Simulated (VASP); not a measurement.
# Ti2Si5 in VASP: single point with r2SCAN

Aim: the single point of Ti2Si5 with r2SCAN.

All numbers are computed with VASP 6.6.1; they aren't measurements. Logs are shortened: lines on timing, memory, paths and dates and some standing lists are left out, and cuts for length are marked.

### Step 1. The cell of the first run

The cell holds a slab with vacuum, 14 atoms: a = 3.528 Å, b = 3.565 Å, c = 28.516 Å, α = 90.00°, β = 90.00°, γ = 90.00°.

### Step 2. Single point, r2SCAN

The input, POSCAR:

```
Ti2Si5
1.0
    3.5284141149      0.0000000000      0.0000000000
    0.0000000000      3.5645615983      0.0000000000
    0.0000000000      0.0000000000     28.5159753577
Si Ti
10 4
Direct
    0.0000000000      0.2500000000      0.2591138380
    0.5000000000      0.7500000000      0.2617790214
    0.0000000000      0.7500000000      0.3501095036
    0.0000000000      0.2500000000      0.4077434767
    0.5000000000      0.2500000000      0.4997908451
    0.0000000000      0.7500000000      0.5002093491
    0.5000000000      0.7500000000      0.5922564957
    0.5000000000      0.2500000000      0.6498904777
    0.0000000000      0.2500000000      0.7382208820
    0.5000000000      0.7500000000      0.7408861149
    0.5000000000      0.2500000000      0.3344094049
    0.5000000000      0.7500000000      0.4304723810
    0.0000000000      0.2500000000      0.5695276873
    0.0000000000      0.7500000000      0.6655905225
```

The input, INCAR.step1:

```
ALGO = Normal ; DIPOL = 0.5 0.5 0.500
EDIFF = 1E-4 ; ENCUT = 520
GGA = PE ; IDIPOL = 3
ISMEAR = 0 ; KPAR = 4
LASPH = T ; LCHARG = F
LDIPOL = T ; LREAL = F
LWAVE = T ; NBANDS = 57
NELM = 100 ; PREC = Accurate
SIGMA = 0.1
```

The input, INCAR.step2:

```
ALGO = Normal ; DIPOL = 0.5 0.5 0.500
EDIFF = 1E-6 ; ENCUT = 520
IDIPOL = 3 ; ISIF = 2
ISMEAR = 0 ; ISTART = 1
KPAR = 4 ; LASPH = T
LCHARG = F ; LDIPOL = T
LMIXTAU = T ; LREAL = F
LWAVE = F ; METAGGA = R2SCAN
NBANDS = 57 ; NELM = 100
PREC = Accurate ; SIGMA = 0.1
```

The input, KPOINTS:

```
k-points
0
Gamma
  10 10 1
```

Potentials or basis: VASP PAW PBE potentials, release 64 (Si, Ti_sv).

Launch:

```console
> cat potpaw_PBE.64/Si/POTCAR potpaw_PBE.64/Ti_sv/POTCAR > POTCAR
> cp INCAR.step1 INCAR
> mpirun -np 4 vasp_std > vasp.out
> cp INCAR.step2 INCAR
> mpirun -np 4 vasp_std > vasp.out
```

OUTCAR:

```text
EDIFF = 1E-6
   ENCUT = 520
   ISIF = 2
   ISMEAR = 0
   ISTART = 1
   LASPH = T
   LREAL = F
   METAGGA = R2SCAN
   NELM = 100
   PREC = Accurate

 ion  position               nearest neighbor table
   1  0.000  0.250  0.259-   2 2.51   2 2.51   2 2.51   2 2.51  11 2.78  11 2.78   3 3.15   3 3.15

   2  0.500  0.750  0.262-   1 2.51   1 2.51   1 2.51   1 2.51  11 2.73  11 2.73   3 3.08   3 3.08

   3  0.000  0.750  0.350-   4 2.42   4 2.42  11 2.55  11 2.55  11 2.55  11 2.55  12 2.89  12 2.89
                             2 3.08   2 3.08   1 3.15   1 3.15
   4  0.000  0.250  0.408-   3 2.42   3 2.42  12 2.59  12 2.59  12 2.59  12 2.59  11 2.74  11 2.74

   5  0.500  0.250  0.500-   6 2.51   6 2.51   6 2.51   6 2.51  13 2.66  13 2.66  12 2.66  12 2.66

   6  0.000  0.750  0.500-   5 2.51   5 2.51   5 2.51   5 2.51  12 2.66  12 2.66  13 2.66  13 2.66

   7  0.500  0.750  0.592-   8 2.42   8 2.42  13 2.59  13 2.59  13 2.59  13 2.59  14 2.74  14 2.74

   8  0.500  0.250  0.650-   7 2.42   7 2.42  14 2.55  14 2.55  14 2.55  14 2.55  13 2.89  13 2.89
                             9 3.08   9 3.08  10 3.15  10 3.15
   9  0.000  0.250  0.738-  10 2.51  10 2.51  10 2.51  10 2.51  14 2.73  14 2.73   8 3.08   8 3.08

  10  0.500  0.750  0.741-   9 2.51   9 2.51   9 2.51   9 2.51  14 2.78  14 2.78   8 3.15   8 3.15

  11  0.500  0.250  0.334-   3 2.55   3 2.55   3 2.55   3 2.55   2 2.73   2 2.73   4 2.74   4 2.74
                             1 2.78   1 2.78
  12  0.500  0.750  0.430-   4 2.59   4 2.59   4 2.59   4 2.59   6 2.66   6 2.66   5 2.66   5 2.66
                             3 2.89   3 2.89
  13  0.000  0.250  0.570-   7 2.59   7 2.59   7 2.59   7 2.59   5 2.66   5 2.66   6 2.66   6 2.66
                             8 2.89   8 2.89
  14  0.000  0.750  0.666-   8 2.55   8 2.55   8 2.55   8 2.55   9 2.73   9 2.73   7 2.74   7 2.74
                            10 2.78  10 2.78

  LATTYP: Found a simple orthorhombic cell.
 ALAT       =     3.5284141149
 B/A-ratio  =     1.0102446828
 C/A-ratio  =     8.0818108162

  Lattice vectors:

 A1 = (   3.5284141149,   0.0000000000,   0.0000000000)
 A2 = (   0.0000000000,   3.5645615983,   0.0000000000)
 A3 = (   0.0000000000,   0.0000000000,  28.5159753577)

Analysis of symmetry for initial positions (statically):
=====================================================================
 Subroutine PRICEL returns:
 Original cell was already a primitive cell.

 Routine SETGRP: Setting up the symmetry group for a
 simple orthorhombic supercell.

 Subroutine GETGRP returns: Found  8 space group operations
 (whereof  2 operations were pure point group operations)
 out of a pool of  8 trial point group operations.

The static configuration has the point symmetry C_1h.
 The point group associated with its full space group is D_2h.

Analysis of symmetry for dynamics (positions and initial velocities):
=====================================================================
 Subroutine PRICEL returns:
 Original cell was already a primitive cell.

 Routine SETGRP: Setting up the symmetry group for a
 simple orthorhombic supercell.

 Subroutine GETGRP returns: Found  8 space group operations
 (whereof  2 operations were pure point group operations)
 out of a pool of  8 trial point group operations.

The dynamic configuration has the point symmetry C_1h.
 The point group associated with its full space group is D_2h.

 Subroutine INISYM returns: Found  8 space group operations
 (whereof  2 operations are pure point group operations),
 and found     1 'primitive' translations

----------------------------------------------------------------------------------------

                                     Primitive cell

  volume of cell :     358.6525

  direct lattice vectors                    reciprocal lattice vectors
     3.528414115  0.000000000  0.000000000     0.283413445  0.000000000  0.000000000
     0.000000000  3.564561598  0.000000000     0.000000000  0.280539408  0.000000000
     0.000000000  0.000000000 28.515975358     0.000000000  0.000000000  0.035068062

  length of vectors
     3.528414115  3.564561598 28.515975358     0.283413445  0.280539408  0.035068062

[... 52 lines left out ...]
     0.000000000  0.000000000  0.000000000

 Subroutine IBZKPT returns following result:
 ===========================================

 Found     36 irreducible k-points:

 Following reciprocal coordinates:
            Coordinates               Weight
  0.000000  0.000000  0.000000      1.000000
  0.100000  0.000000  0.000000      2.000000
  0.200000  0.000000  0.000000      2.000000
  0.300000  0.000000  0.000000      2.000000
  0.400000  0.000000  0.000000      2.000000
  0.500000  0.000000  0.000000      1.000000
[... 16 lines left out ...]
  0.400000  0.300000  0.000000      4.000000
  0.500000  0.300000  0.000000      2.000000
 [... further k-points ...]
   k-points           NKPTS =     36   k-points in BZ     NKDIM =     36   number of bands    NBANDS=     57
   number of dos      NEDOS =    301   number of ions     NIONS =     14
   total plane-waves  NPLWV = 169344
   dimension x,y,z NGX =    28 NGY =   28 NGZ =  216
   dimension x,y,z NGXF=    56 NGYF=   56 NGZF=  432
   ions per type =              10   4
   NGX,Y,Z   is equivalent  to a cutoff of  13.19, 13.06, 12.59 a.u.
   NGXF,Y,Z  is equivalent  to a cutoff of  26.39, 26.12, 25.19 a.u.
 SYSTEM =  unknown system
   PREC   = accura    normal or accurate (medium, high low for compatibility)
   ISTART =      1    job   : 0-new  1-cont  2-samecut
   ICHARG =      0    charge: 1-file 2-atom 10-const
   ISPIN  =      1    spin polarized calculation?
   LNONCOLLINEAR =      F non collinear calculations
   LSORBIT =      F    spin-orbit coupling
   LASPH  =      T    aspherical Exc in radial PAW
   ENCUT  =  520.0 eV  38.22 Ry    6.18 a.u.   6.56  6.63 53.02*2*pi/ulx,y,z
   NELM   =    100;   NELMIN=  2; NELMDL=  0     # of ELM steps
   EDIFF  = 0.1E-05   stopping-criterion for ELM
   LREAL  =      F    real-space projection
   EDIFFG = 0.1E-04   stopping-criterion for IOM
   NSW    =      0    number of steps for IOM
   IBRION =     -1    ionic relax: 0-MD 1-quasi-New 2-CG
   NFREE  =      0    steps in history (QN), initial steepest desc. (CG)
   ISIF   =      2    stress and relaxation
   ISYM   =      2    0-nonsym 1-usesym 2-fastsym
   POTIM  = 0.5000    time-step for ionic-motion
   TEBEG  =    0.0;   TEEND  =   0.0 temperature during run
   PSTRESS=    0.0 pullay stress
   NELECT =      88.0000    total number of electrons
   NUPDOWN=      -1.0000    fix difference up-down
   EMIN   =  10.00;   EMAX   =-10.00  energy-range for DOS
   EFERMI =   0.00;   METHOD = LEGACY
   ISMEAR =     0;   SIGMA  =   0.10  broadening in eV -4-tet -1-fermi 0-gaus
   EFERMI_NEDOS =   21; number of points for ismear=-14 and -15
   IALGO  =     38    algorithm
   IMIX   =      4    mixing-type and parameters
     AMIX     =   0.40;   BMIX     =  1.00
     AMIX_MAG =   1.60;   BMIX_MAG =  1.00
  volume/ion in A,a.u.               =      25.62       172.88
  Fermi-wavevector in a.u.,A,eV,Ry     =   1.024891  1.936763 14.291586  1.050402
  Thomas-Fermi vector in A             =   2.158702
   LORBIT       =      0    0 simple, 1 ext, 2 COOP (PROOUT), +10 PAW based schemes
   METAGGA = R2SCAN    functional components
   LHFCALC =     F    Hartree Fock is set to
   AEXX    =    0.0000 exact exchange contribution
   IVDW    =     0    specifies the selected vdW correction
   LEPSILON=     F    determine dielectric tensor
   LRPA    =     F    only Hartree local field effects (RPA)
 non-spin polarized calculation
 Gauss-broadening in eV      SIGMA  =   0.10
  energy-cutoff  :      520.00
  volume of cell :      358.65
 maximum number of plane-waves:      9719
 NGX is ok and might be reduce to    28
   NGX = 13   NGY = 13   NGZ =107

 number of electron      88.0000015 magnetization

 dipolmoment           0.000000      0.000000      0.000001 electrons x Angstroem

 Free energy of the ion-electron system (eV)
  ---------------------------------------------------
  ext. energy  EPLUGINS =         0.00000000
  ---------------------------------------------------
  free energy    TOTEN  =      -143.09159052 eV

  energy without entropy =     -143.06612329  energy(sigma->0) =     -143.07885690

 E-fermi :   3.3401     XC(G=0):  -7.4427

 val. band max:        3.3388174236   @ k =   0.2000   0.3000   0.0000
 cond. band min:       3.3502069103   @ k =   0.5000   0.0000   0.0000
 fundamental gap:      0.0113894867
 Fermi energy:         3.3400603413

 k-point     1 :       0.0000    0.0000    0.0000
  band No.  band energies     occupation
      1     -55.7317      2.00000
      2     -55.7313      2.00000
      3     -55.6758      2.00000
      4     -55.6754      2.00000
      5     -31.0270      2.00000
      6     -31.0219      2.00000
[... 1405 lines left out ...]
     55       6.0564      0.00000
     56       6.0567      0.00000

 [... further k-points ...]

 [bands above 56 left out]

------------------------ aborting loop because EDIFF is reached ----------------------------------------

 vacuum level on the upper side and lower side of the slab       (xc-potential included)        -0.023        -0.023

  FORCE on cell =-STRESS in cart. coord.  units (eV):
  Direction    XX          YY          ZZ          XY          YZ          ZX
  --------------------------------------------------------------------------------------
  -------------------------------------------------------------------------------------
  Total       -2.7794019     -4.6613896      0.3623141     -0.0000000      0.0000000      0.0000000
  in kB      -12.4161808    -20.8234211      1.6185345     -0.0000000      0.0000000      0.0000000
  external PRESSURE =     -10.5403558 kB  Pullay stress =       0.0000000 kB

 VOLUME and BASIS-vectors are now :
 -----------------------------------------------------------------------------
  energy-cutoff  :      520.00
  volume of cell :      358.65
      direct lattice vectors                 reciprocal lattice vectors
     3.528414115  0.000000000  0.000000000     0.283413445  0.000000000  0.000000000
     0.000000000  3.564561598  0.000000000     0.000000000  0.280539408  0.000000000
     0.000000000  0.000000000 28.515975358     0.000000000  0.000000000  0.035068062

 POSITION                                       TOTAL-FORCE (eV/Angst)
 -----------------------------------------------------------------------------------
      0.00000      0.89114      7.38888        -0.000000     -0.000000     -0.012564
      1.76421      2.67342      7.46488         0.000000     -0.000000     -0.014530
      0.00000      2.67342      9.98371         0.000000      0.000000      0.009955
      0.00000      0.89114     11.62720         0.000000     -0.000000     -0.012250
      1.76421      0.89114     14.25202        -0.000000     -0.000000      0.001123
      0.00000      2.67342     14.26396        -0.000000     -0.000000     -0.001123
      1.76421      2.67342     16.88877         0.000000      0.000000      0.012250
      1.76421      0.89114     18.53226         0.000000     -0.000000     -0.009955
      0.00000      0.89114     21.05109         0.000000      0.000000      0.014530
      1.76421      2.67342     21.12709        -0.000000     -0.000000      0.012564
      1.76421      0.89114      9.53601         0.000000      0.000000     -0.006688
      1.76421      2.67342     12.27534        -0.000000     -0.000000      0.001183
      0.00000      0.89114     16.24064         0.000000     -0.000000     -0.001183
      0.00000      2.67342     18.97996         0.000000      0.000000      0.006688
 -----------------------------------------------------------------------------------
    total drift:                                0.000000      0.000000      0.000467

  FREE ENERGIE OF THE ION-ELECTRON SYSTEM (eV)
  ---------------------------------------------------
  free  energy   TOTEN  =      -143.0915905179 eV

  energy  without entropy=     -143.0661232920  energy(sigma->0) =     -143.07885690

 vacuum level on the upper side and lower side of the slab         8.612         8.612
```

Wall time 30 min (4 MPI ranks of Intel Xeon Platinum 8259CL at 2.50GHz (Skylake/Cascade Lake), shared host); peak memory 0.81 GiB.

What came out:

```yaml
Free_energy: -143.0916 eV
Largest_force: 0.015 eV/Å
Band_gap_on_the_k_mesh: zero (bands 44 and 45 overlap by 1.38 eV)
```

Forces in eV/Å, atoms in the order of the input:
```
Si   0.000  0.000 -0.013
Si   0.000  0.000 -0.015
Si   0.000  0.000  0.010
Si   0.000  0.000 -0.012
Si   0.000  0.000  0.001
Si   0.000  0.000 -0.001
Si   0.000  0.000  0.012
Si   0.000  0.000 -0.010
Si   0.000  0.000  0.015
Si   0.000  0.000  0.013
Ti   0.000  0.000 -0.007
Ti   0.000  0.000  0.001
Ti   0.000  0.000 -0.001
Ti   0.000  0.000  0.007
```

Levels at points of the mesh, in eV from the Fermi level:
```tsv
k point	band 41	band 42	band 43	band 44	band 45	band 46	band 47	band 48
(0.00, 0.00, 0.00)	-1.29	-0.99	0.59	0.62	1.00	1.05	1.08	1.08
(0.50, 0.00, 0.00)	-0.49	-0.49	0.01	0.01	0.18	0.18	1.61	1.61
(0.00, 0.50, 0.00)	-0.34	-0.34	0.19	0.19	1.10	1.10	1.41	1.41
(0.50, 0.50, 0.00)	-2.23	-2.23	-0.78	-0.78	-0.73	-0.73	2.05	2.05
```

Caveat: the PAW data sets were made with another functional, which shifts forces and pressure a little.
